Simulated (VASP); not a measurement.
# SnO (P2_1/m) in VASP: single point with r2SCAN

Aim: the single point of SnO with r2SCAN.

Program: VASP 6.6.1. These are calculated values, not measurements. Logs are shortened: lines on timing, memory, paths and dates and some standing lists are left out, and cuts for length are marked.

### Step 1. The cell of the first run

The structure is monoclinic, space group P2_1/m (No. 11). The conventional cell has a = 3.808 Å, b = 3.808 Å, c = 4.945 Å, α = 90.00°, β = 93.43°, γ = 90.00°. Within 2.9 Å of Sn (site symmetry m) lie 4 O at 2.22 Å. Within 2.9 Å of O (site symmetry m) lie 4 Sn at 2.22 Å and 4 O at 2.68 to 2.71 Å.

### Step 2. Single point, r2SCAN (shear of c along a, cell held: +6.0 %, then relaxed in part)

The input, POSCAR:

```
SnO
1.0
    3.8078423175      0.0000000000      0.0000000000
    0.0000000000      3.8078423175      0.0000000000
    0.2961675805      0.0000000000      4.9361263410
Sn O
2 2
Direct
   -0.0149689094      0.5000000000      0.2322105819
    0.5149689094      0.0000000000      0.7677894181
    0.5023360901      0.5000000000      0.0001494897
   -0.0023360901      0.0000000000     -0.0001494897
```

The input, INCAR.step1:

```
SYSTEM = SnO
PREC = Accurate ; ENCUT = 660
ISMEAR = 0 ; SIGMA = 0.01
LREAL = .FALSE. ; LASPH = .TRUE.
NELM = 120 ; NBANDS = 28
GGA = PE ; ALGO = Normal
EDIFF = 1E-5 ; LWAVE = .TRUE.
LCHARG = .FALSE. ; GGA_COMPAT = .FALSE.
```

The input, INCAR.step2:

```
SYSTEM = SnO
PREC = Accurate ; ENCUT = 660
EDIFF = 1E-6 ; ISMEAR = 0
SIGMA = 0.01 ; LREAL = .FALSE.
LASPH = .TRUE. ; NELM = 120
ALGO = Normal ; ISIF = 2
LWAVE = .FALSE. ; LCHARG = .FALSE.
METAGGA = R2SCAN ; LMIXTAU = .TRUE.
NBANDS = 28 ; ISTART = 1
GGA_COMPAT = .FALSE.
```

The input, KPOINTS:

```
regular mesh
0
G
  10 10 8
  0 0 0
```

Potentials or basis: VASP PAW PBE potentials, release 64 (Sn_d, O).

Run with:

```sh
> cat potpaw_PBE.64/Sn_d/POTCAR potpaw_PBE.64/O/POTCAR > POTCAR
> cp INCAR.step1 INCAR
> mpirun -np 1 vasp_std > vasp.out
> cp INCAR.step2 INCAR
> mpirun -np 1 vasp_std > vasp.out
```

OUTCAR:

```text
SYSTEM = SnO
   PREC = Accurate
   ENCUT = 660
   EDIFF = 1E-6
   ISMEAR = 0
   LREAL = .FALSE.
   LASPH = .TRUE.
   NELM = 120
   ISIF = 2
   METAGGA = R2SCAN
   ISTART = 1

 ion  position               nearest neighbor table
   1  0.985  0.500  0.232-   3 2.22   4 2.22   4 2.22   3 2.22   2 3.52   2 3.52   2 3.55   2 3.55
                             2 3.64   2 3.64
   2  0.515  0.000  0.768-   4 2.22   3 2.22   3 2.22   4 2.22   1 3.52   1 3.52   1 3.55   1 3.55
                             1 3.64   1 3.64
   3  0.502  0.500  0.000-   1 2.22   2 2.22   2 2.22   1 2.22
   4  0.998  0.000  1.000-   2 2.22   1 2.22   1 2.22   2 2.22

  LATTYP: Found a simple monoclinic cell.
 ALAT       =     3.8078423175
 B/A-ratio  =     1.0000000000
 C/A-ratio  =     1.2986365962
 COS(beta)  =    -0.0598922907

  Lattice vectors:

 A1 = (   3.8078423175,   0.0000000000,   0.0000000000)
 A2 = (   0.0000000000,  -3.8078423175,   0.0000000000)
 A3 = (  -0.2961675805,   0.0000000000,  -4.9361263410)

Analysis of symmetry for initial positions (statically):
=====================================================================
 Subroutine PRICEL returns:
 Original cell was already a primitive cell.

 Routine SETGRP: Setting up the symmetry group for a
 simple monoclinic supercell.

 Subroutine GETGRP returns: Found  4 space group operations
 (whereof  2 operations were pure point group operations)
 out of a pool of  4 trial point group operations.

The static configuration has the point symmetry C_1h.
 The point group associated with its full space group is C_2h.

Analysis of symmetry for dynamics (positions and initial velocities):
=====================================================================
 Subroutine PRICEL returns:
 Original cell was already a primitive cell.

 Routine SETGRP: Setting up the symmetry group for a
 simple monoclinic supercell.

 Subroutine GETGRP returns: Found  4 space group operations
 (whereof  2 operations were pure point group operations)
 out of a pool of  4 trial point group operations.

The dynamic configuration has the point symmetry C_1h.
 The point group associated with its full space group is C_2h.

 Subroutine INISYM returns: Found  4 space group operations
 (whereof  2 operations are pure point group operations),
 and found     1 'primitive' translations

----------------------------------------------------------------------------------------

                                     Primitive cell

[... 89 lines left out ...]
   LNONCOLLINEAR =      F non collinear calculations
   LSORBIT =      F    spin-orbit coupling
   LASPH  =      T    aspherical Exc in radial PAW
   ENCUT  =  660.0 eV  48.51 Ry    6.96 a.u.   7.98  7.98 10.36*2*pi/ulx,y,z
   NELM   =    120;   NELMIN=  2; NELMDL=  0     # of ELM steps
   EDIFF  = 0.1E-05   stopping-criterion for ELM
   LREAL  =      F    real-space projection
   EDIFFG = 0.1E-04   stopping-criterion for IOM
   NSW    =      0    number of steps for IOM
   IBRION =     -1    ionic relax: 0-MD 1-quasi-New 2-CG
   NFREE  =      0    steps in history (QN), initial steepest desc. (CG)
   ISIF   =      2    stress and relaxation
   ISYM   =      2    0-nonsym 1-usesym 2-fastsym
   POTIM  = 0.5000    time-step for ionic-motion
   TEBEG  =    0.0;   TEEND  =   0.0 temperature during run
   PSTRESS=    0.0 pullay stress
   NELECT =      40.0000    total number of electrons
   NUPDOWN=      -1.0000    fix difference up-down
   EMIN   =  10.00;   EMAX   =-10.00  energy-range for DOS
   EFERMI =   0.00;   METHOD = LEGACY
   ISMEAR =     0;   SIGMA  =   0.01  broadening in eV -4-tet -1-fermi 0-gaus
   EFERMI_NEDOS =   21; number of points for ismear=-14 and -15
   IALGO  =     38    algorithm
   IMIX   =      4    mixing-type and parameters
     AMIX     =   0.40;   BMIX     =  1.00
     AMIX_MAG =   1.60;   BMIX_MAG =  1.00
  volume/ion in A,a.u.               =      17.89       120.75
  Fermi-wavevector in a.u.,A,eV,Ry     =   1.348487  2.548271 24.741068  1.818417
  Thomas-Fermi vector in A             =   2.476152
   LORBIT       =      0    0 simple, 1 ext, 2 COOP (PROOUT), +10 PAW based schemes
   METAGGA = R2SCAN    functional components
   LHFCALC =     F    Hartree Fock is set to
   AEXX    =    0.0000 exact exchange contribution
   IVDW    =     0    specifies the selected vdW correction
   LEPSILON=     F    determine dielectric tensor
   LRPA    =     F    only Hartree local field effects (RPA)
 non-spin polarized calculation
 Gauss-broadening in eV      SIGMA  =   0.01
  energy-cutoff  :      660.00
  volume of cell :       71.57
 maximum number of plane-waves:      2780
   NGX = 15   NGY = 15   NGZ = 21

 number of electron      40.0000018 magnetization

 Free energy of the ion-electron system (eV)
  ---------------------------------------------------
  ext. energy  EPLUGINS =         0.00000000
  ---------------------------------------------------
  free energy    TOTEN  =       -66.89679131 eV

  energy without entropy =      -66.89679131  energy(sigma->0) =      -66.89679131

 E-fermi :   7.0370     XC(G=0): -10.7920

 val. band max:        6.9198734023   @ k =   0.0000   0.0000   0.0000
 cond. band min:       7.3437871904   @ k =   0.5000   0.5000   0.0000
 fundamental gap:      0.4239137881
 Fermi energy:         7.0369995825

 k-point     1 :       0.0000    0.0000    0.0000
  band No.  band energies     occupation
      1     -16.0266      2.00000
      2     -15.4628      2.00000
      3     -15.4501      2.00000
      4     -15.4458      2.00000
      5     -15.3977      2.00000
      6     -15.3773      2.00000
[... 733 lines left out ...]
     27      14.6994      0.00000
     28      14.9229      0.00000

 [... further k-points ...]
[... 5 lines left out ...]
  --------------------------------------------------------------------------------------
  -------------------------------------------------------------------------------------
  Total        0.2856909      0.3212641      0.3159794      0.0000000      0.0000000     -0.7001221
  in kB        6.3953270      7.1916509      7.0733506      0.0000000      0.0000000    -15.6725687
  external PRESSURE =       6.8867762 kB  Pullay stress =       0.0000000 kB

 VOLUME and BASIS-vectors are now :
 -----------------------------------------------------------------------------
  energy-cutoff  :      660.00
  volume of cell :       71.57
      direct lattice vectors                 reciprocal lattice vectors
     3.807842318  0.000000000  0.000000000     0.262615916  0.000000000 -0.015756955
     0.000000000  3.807842318  0.000000000     0.000000000  0.262615916  0.000000000
     0.296167581  0.000000000  4.936126341     0.000000000  0.000000000  0.202588007

 POSITION                                       TOTAL-FORCE (eV/Angst)
 -----------------------------------------------------------------------------------
      3.81962      1.90392      1.14622        -0.002142      0.000000      0.139865
      2.18831      0.00000      3.78991         0.002142      0.000000     -0.139865
      1.91286      1.90392      0.00074         0.002945      0.000000     -0.000052
      4.09507      0.00000      4.93539        -0.002945      0.000000      0.000052
 -----------------------------------------------------------------------------------
    total drift:                               -0.000000      0.000000     -0.000000

  FREE ENERGIE OF THE ION-ELECTRON SYSTEM (eV)
  ---------------------------------------------------
  free  energy   TOTEN  =       -66.8967913144 eV

  energy  without entropy=      -66.8967913144  energy(sigma->0) =      -66.89679131
```

Wall time 35 min (1 thread of Intel Xeon 8259CL, shared host); peak memory 0.65 GiB.

What came out:

```
Free energy            : -66.8968 eV
Pressure               : 0.7 GPa
Largest force          : 0.140 eV/Å
Band gap on the k mesh : 0.42 eV (least direct gap 2.31 eV)
```

Forces in eV/Å, atoms in the order of the input:
```
Sn  -0.002  0.000  0.140
Sn   0.002  0.000 -0.140
O    0.003  0.000  0.000
O   -0.003  0.000  0.000
```

Caveat: the cell differs from its parent crystal (shear of c along a, cell held: +6.0 %, then relaxed in part); the PAW data sets were made with another functional, which shifts forces and pressure a little; spin-orbit coupling is left out, which moves the levels of the heavy elements. A k mesh can miss the band edges.
